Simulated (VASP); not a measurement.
# Be3CdSe4 (Amm2) in VASP: single point with PBE

Aim: the single point of Be3CdSe4 with PBE.

Program: VASP 6.6.1. These are calculated values, not measurements. Logs are shortened: lines on timing, memory, paths and dates and some standing lists are left out, and cuts for length are marked.

## Step 1: The cell of the first run

Symmetry: Amm2, No. 38, orthorhombic system. The conventional cell has a = 4.647 Å, b = 6.583 Å, c = 10.081 Å, α = 90.00°, β = 90.00°, γ = 90.00°. Be (site symmetry m) has 3 Be at 2.20 to 2.45 Å and 4 Se at 2.30 to 2.42 Å within 2.9 Å. Within 3.0 Å of Be (site symmetry mm2) lie 2 Be at 2.29 Å and 6 Se at 2.32 to 2.91 Å. Within 3.7 Å of Cd (site symmetry mm2) lie 8 Se at 2.84 to 3.20 Å and 6 Be at 3.53 to 3.55 Å. Se (site symmetry m) has 4 Be at 2.30 to 2.91 Å and 2 Cd at 2.94 Å within 3.0 Å. Within 3.1 Å of Se (site symmetry m) lie 3 Be at 2.32 to 2.42 Å and 1 Cd at 2.84 Å and 1 Se at 3.09 Å.

## Step 2: Single point, PBE

INCAR reads:

```
SYSTEM = Be3CdSe4
  PREC = Accurate
  ENCUT = 600
  EDIFF = 1E-6
  ISMEAR = 0
  SIGMA = 0.15
  LREAL = .FALSE.
  LASPH = .TRUE.
  NELM = 120
  ALGO = Normal
  ISIF = 2
  LWAVE = .FALSE.
  LCHARG = .FALSE.
  GGA = PE
  NBANDS = 31
  GGA_COMPAT = .FALSE.
```

KPOINTS reads:

```
regular mesh
0
G
  2 3 3
  0 0 0
```

POSCAR reads:

```
Be3CdSe4
1.0
    4.6465285307      0.0000000000      0.0000000000
    0.0000000000      3.2916574242      5.0406952234
    0.0000000000     -3.2916574242      5.0406952234
Be Cd Se
3 1 4
Direct
    0.7366020830      0.1082290709      0.1082290709
    0.2633979170      0.1082290709      0.1082290709
    0.5000000000      0.3078217042      0.3078217042
    0.5000000000      0.6817235093      0.6817235093
    0.0000000000      0.4601686933     -0.0091449369
    0.0000000000     -0.0091449369      0.4601686933
    0.5000000000      0.1939393183      0.7253163399
    0.5000000000      0.7253163399      0.1939393183
```

Potentials or basis: VASP PAW PBE potentials, release 64 (Be, Cd, Se).

Run with:

```console
> cat potpaw_PBE.64/Be/POTCAR potpaw_PBE.64/Cd/POTCAR potpaw_PBE.64/Se/POTCAR > POTCAR
> mpirun -np 1 vasp_std > vasp.out
```

OUTCAR:

```text
SYSTEM = Be3CdSe4
   PREC = Accurate
   ENCUT = 600
   EDIFF = 1E-6
   ISMEAR = 0
   LREAL = .FALSE.
   LASPH = .TRUE.
   NELM = 120
   ISIF = 2
   GGA = PE

 ion  position               nearest neighbor table
   1  0.737  0.108  0.108-   2 2.20   3 2.29   5 2.30   6 2.30   7 2.42   8 2.42
   2  0.263  0.108  0.108-   1 2.20   3 2.29   5 2.30   6 2.30   7 2.42   8 2.42
   3  0.500  0.308  0.308-   1 2.29   2 2.29   7 2.32   8 2.32
   4  0.500  0.682  0.682-   7 2.84   8 2.84   5 2.94   6 2.94   5 2.94   6 2.94   7 3.20   8 3.20

   5  0.000  0.460  0.991-   1 2.30   2 2.30   4 2.94   4 2.94
   6  0.000  0.991  0.460-   1 2.30   2 2.30   4 2.94   4 2.94
   7  0.500  0.194  0.725-   3 2.32   2 2.42   1 2.42   4 2.84   4 3.20
   8  0.500  0.725  0.194-   3 2.32   2 2.42   1 2.42   4 2.84   4 3.20

  LATTYP: Found a base centered orthorhombic cell.
 ALAT       =     6.5833148484
 B/A-ratio  =     1.5313547474
 C/A-ratio  =     0.7058037839

  Lattice vectors:

 A1 = (   0.0000000000,   3.2916574242,  -5.0406952234)
 A2 = (   0.0000000000,   3.2916574242,   5.0406952234)
 A3 = (   4.6465285307,   0.0000000000,   0.0000000000)

Analysis of symmetry for initial positions (statically):
=====================================================================
 Subroutine PRICEL returns:
 Original cell was already a primitive cell.

 Routine SETGRP: Setting up the symmetry group for a
 base centered orthorhombic supercell.

 Subroutine GETGRP returns: Found  4 space group operations
 (whereof  4 operations were pure point group operations)
 out of a pool of  8 trial point group operations.

The static configuration has the point symmetry C_2v.

Analysis of symmetry for dynamics (positions and initial velocities):
=====================================================================
 Subroutine PRICEL returns:
 Original cell was already a primitive cell.

 Routine SETGRP: Setting up the symmetry group for a
 base centered orthorhombic supercell.

 Subroutine GETGRP returns: Found  4 space group operations
 (whereof  4 operations were pure point group operations)
 out of a pool of  8 trial point group operations.

The dynamic configuration has the point symmetry C_2v.

 Subroutine INISYM returns: Found  4 space group operations
 (whereof  4 operations are pure point group operations),
 and found     1 'primitive' translations

----------------------------------------------------------------------------------------

                                     Primitive cell

  volume of cell :     154.1927

  direct lattice vectors                    reciprocal lattice vectors
     4.646528531  0.000000000  0.000000000     0.215214432  0.000000000  0.000000000
     0.000000000  3.291657424  5.040695223     0.000000000  0.151899161  0.099192666
     0.000000000 -3.291657424  5.040695223     0.000000000 -0.151899161  0.099192666

  length of vectors
     4.646528531  6.020267181  6.020267181     0.215214432  0.181418136  0.181418136

  position of ions in fractional coordinates (direct lattice)
     0.736602083  0.108229071  0.108229071
     0.263397917  0.108229071  0.108229071
     0.500000000  0.307821704  0.307821704
     0.500000000  0.681723509  0.681723509
     0.000000000  0.460168693  0.990855063
     0.000000000  0.990855063  0.460168693
     0.500000000  0.193939318  0.725316340
     0.500000000  0.725316340  0.193939318

  ion indices of the primitive-cell ions
   primitive index   ion index
                 1           1
                 2           2
                 3           3
                 4           4
                 5           5
                 6           6
                 7           7
                 8           8

----------------------------------------------------------------------------------------

 KPOINTS: regular mesh

Automatic generation of k-mesh.
 Grid dimensions read from file:
 generate k-points for:    2    3    3

 Generating k-lattice:

  Cartesian coordinates                     Fractional coordinates (reciprocal lattice)
     0.107607216  0.000000000  0.000000000     0.500000000  0.000000000  0.000000000
     0.000000000  0.050633054  0.033064222     0.000000000  0.333333333  0.000000000
     0.000000000 -0.050633054  0.033064222     0.000000000  0.000000000  0.333333333

  Length of vectors
     0.107607216  0.060472712  0.060472712

  Shift w.r.t. Gamma in fractional coordinates (k-lattice)
     0.000000000  0.000000000  0.000000000

 Subroutine IBZKPT returns following result:
 ===========================================

 Found      8 irreducible k-points:

 Following reciprocal coordinates:
            Coordinates               Weight
  0.000000  0.000000  0.000000      1.000000
  0.500000  0.000000  0.000000      1.000000
  0.000000  0.333333  0.000000      4.000000
  0.500000  0.333333  0.000000      4.000000
  0.000000  0.333333  0.333333      2.000000
  0.500000  0.333333  0.333333      2.000000
  0.000000 -0.333333  0.333333      2.000000
  0.500000 -0.333333  0.333333      2.000000
   k-points           NKPTS =      8   k-points in BZ     NKDIM =      8   number of bands    NBANDS=     31
   number of dos      NEDOS =    301   number of ions     NIONS =      8
   total plane-waves  NPLWV =  92160
   dimension x,y,z NGX =    40 NGY =   48 NGZ =   48
   dimension x,y,z NGXF=    80 NGYF=   96 NGZF=   96
   ions per type =               3   1   4
   NGX,Y,Z   is equivalent  to a cutoff of  14.31, 13.25, 13.25 a.u.
   NGXF,Y,Z  is equivalent  to a cutoff of  28.62, 26.51, 26.51 a.u.
 SYSTEM =  Be3CdSe4
   PREC   = accura    normal or accurate (medium, high low for compatibility)
   ISTART =      0    job   : 0-new  1-cont  2-samecut
   ICHARG =      2    charge: 1-file 2-atom 10-const
   ISPIN  =      1    spin polarized calculation?
   LNONCOLLINEAR =      F non collinear calculations
   LSORBIT =      F    spin-orbit coupling
   LASPH  =      T    aspherical Exc in radial PAW
   ENCUT  =  600.0 eV  44.10 Ry    6.64 a.u.   9.28 12.02 12.02*2*pi/ulx,y,z
   NELM   =    120;   NELMIN=  2; NELMDL= -5     # of ELM steps
   EDIFF  = 0.1E-05   stopping-criterion for ELM
   LREAL  =      F    real-space projection
   EDIFFG = 0.1E-04   stopping-criterion for IOM
   NSW    =      0    number of steps for IOM
   IBRION =     -1    ionic relax: 0-MD 1-quasi-New 2-CG
   NFREE  =      0    steps in history (QN), initial steepest desc. (CG)
   ISIF   =      2    stress and relaxation
   ISYM   =      2    0-nonsym 1-usesym 2-fastsym
   POTIM  = 0.5000    time-step for ionic-motion
   TEBEG  =    0.0;   TEEND  =   0.0 temperature during run
   PSTRESS=    0.0 pullay stress
   NELECT =      42.0000    total number of electrons
   NUPDOWN=      -1.0000    fix difference up-down
   EMIN   =  10.00;   EMAX   =-10.00  energy-range for DOS
   EFERMI =   0.00;   METHOD = LEGACY
   ISMEAR =     0;   SIGMA  =   0.15  broadening in eV -4-tet -1-fermi 0-gaus
   EFERMI_NEDOS =   21; number of points for ismear=-14 and -15
   IALGO  =     38    algorithm
   IMIX   =      4    mixing-type and parameters
     AMIX     =   0.40;   BMIX     =  1.00
     AMIX_MAG =   1.60;   BMIX_MAG =  1.00
  volume/ion in A,a.u.               =      19.27       130.07
  Fermi-wavevector in a.u.,A,eV,Ry     =   1.061215  2.005406 15.322571  1.126177
  Thomas-Fermi vector in A             =   2.196623
   LORBIT       =      0    0 simple, 1 ext, 2 COOP (PROOUT), +10 PAW based schemes
   GGA     = PE    functional components
   LHFCALC =     F    Hartree Fock is set to
   AEXX    =    0.0000 exact exchange contribution
   IVDW    =     0    specifies the selected vdW correction
   LEPSILON=     F    determine dielectric tensor
   LRPA    =     F    only Hartree local field effects (RPA)
 non-spin polarized calculation
 Gauss-broadening in eV      SIGMA  =   0.15
  energy-cutoff  :      600.00
  volume of cell :      154.19
 maximum number of plane-waves:      5172
 NGX is ok and might be reduce to    40
   NGX = 19   NGY = 25   NGZ = 25

 number of electron      42.0000004 magnetization

 Free energy of the ion-electron system (eV)
  ---------------------------------------------------
  ext. energy  EPLUGINS =         0.00000000
  ---------------------------------------------------
  free energy    TOTEN  =       -26.06918272 eV

  energy without entropy =      -26.02990510  energy(sigma->0) =      -26.04954391

 E-fermi :   3.2580     XC(G=0):  -9.5080

 val. band max:        3.2071481168   @ k =   0.0000  -0.3333   0.3333
 cond. band min:       3.2920438867   @ k =   0.5000  -0.3333   0.3333
 fundamental gap:      0.0848957699
 Fermi energy:         3.2579767912

 k-point     1 :       0.0000    0.0000    0.0000
  band No.  band energies     occupation
      1     -10.9433      2.00000
      2      -9.4580      2.00000
      3      -9.1099      2.00000
      4      -8.9704      2.00000
      5      -5.0594      2.00000
      6      -4.9946      2.00000
[... 23 lines left out ...]
     30       9.6146      0.00000
     31       9.8876      0.00000

 k-point     2 :       0.5000    0.0000    0.0000
  band No.  band energies     occupation
      1     -10.2426      2.00000
      2     -10.1469      2.00000
      3      -9.0425      2.00000
      4      -8.9150      2.00000
      5      -4.9864      2.00000
      6      -4.8990      2.00000
[... 23 lines left out ...]
     30      10.1730      0.00000
     31      10.1759      0.00000

 k-point     3 :       0.0000    0.3333    0.0000
  band No.  band energies     occupation
      1     -10.6496      2.00000
      2      -9.8079      2.00000
      3      -9.2865      2.00000
      4      -8.9238      2.00000
      5      -5.0729      2.00000
      6      -4.9981      2.00000
[... 159 lines left out ...]
     30       9.3168      0.00000
     31       9.6622      0.00000

 k-point     8 :       0.5000   -0.3333    0.3333
  band No.  band energies     occupation
      1     -10.0964      2.00000
      2      -9.8455      2.00000
      3      -9.2461      2.00000
      4      -9.2358      2.00000
      5      -5.0329      2.00000
      6      -4.9695      2.00000
[... 23 lines left out ...]
     30       9.2021      0.00000
     31       9.6566      0.00000

------------------------ aborting loop because EDIFF is reached ----------------------------------------

  FORCE on cell =-STRESS in cart. coord.  units (eV):
  Direction    XX          YY          ZZ          XY          YZ          ZX
  --------------------------------------------------------------------------------------
  -------------------------------------------------------------------------------------
  Total        0.3253305      0.5076229      0.5646944      0.0000000      0.0000000      0.0000000
  in kB        3.3804281      5.2745827      5.8675990      0.0000000      0.0000000      0.0000000
  external PRESSURE =       4.8408699 kB  Pullay stress =       0.0000000 kB

 VOLUME and BASIS-vectors are now :
 -----------------------------------------------------------------------------
  energy-cutoff  :      600.00
  volume of cell :      154.19
      direct lattice vectors                 reciprocal lattice vectors
     4.646528531  0.000000000  0.000000000     0.215214432  0.000000000  0.000000000
     0.000000000  3.291657424  5.040695223     0.000000000  0.151899161  0.099192666
     0.000000000 -3.291657424  5.040695223     0.000000000 -0.151899161  0.099192666

 POSITION                                       TOTAL-FORCE (eV/Angst)
 -----------------------------------------------------------------------------------
      3.42264      0.00000      1.09110         0.029467      0.000000     -0.014788
      1.22389      0.00000      1.09110        -0.029467      0.000000     -0.014788
      2.32326      0.00000      3.10327         0.000000      0.000000      0.039703
      2.32326      0.00000      6.87272         0.000000      0.000000      0.026606
      0.00000     -1.74684      7.31417         0.000000     -0.032607     -0.001840
      0.00000      1.74684      7.31417         0.000000      0.032607     -0.001840
      2.32326     -1.74911      4.63369         0.000000      0.003353     -0.016527
      2.32326      1.74911      4.63369         0.000000     -0.003353     -0.016527
 -----------------------------------------------------------------------------------
    total drift:                               -0.000000     -0.000000      0.000009

  FREE ENERGIE OF THE ION-ELECTRON SYSTEM (eV)
  ---------------------------------------------------
  free  energy   TOTEN  =       -26.0691827214 eV

  energy  without entropy=      -26.0299051034  energy(sigma->0) =      -26.04954391
```

Wall time 35 s (1 thread of Intel Xeon 6975P-C (Granite Rapids), shared host); peak memory 0.31 GiB.

What came out:

* Free energy: -26.0692 eV
* Pressure: 0.5 GPa
* Largest force: 0.040 eV/Å
* Band gap on the k mesh: zero (band 21 reaches 3.74 eV, above the bottom of band 22 at 2.72 eV)

Forces in eV/Å, atoms in the order of the input:
```
Be   0.029  0.000 -0.015
Be  -0.029  0.000 -0.015
Be   0.000  0.000  0.040
Cd   0.000  0.000  0.027
Se   0.000 -0.033 -0.002
Se   0.000  0.033 -0.002
Se   0.000  0.003 -0.017
Se   0.000 -0.003 -0.017
```

Caveat: the k points lie up to 0.68 Å⁻¹ apart.
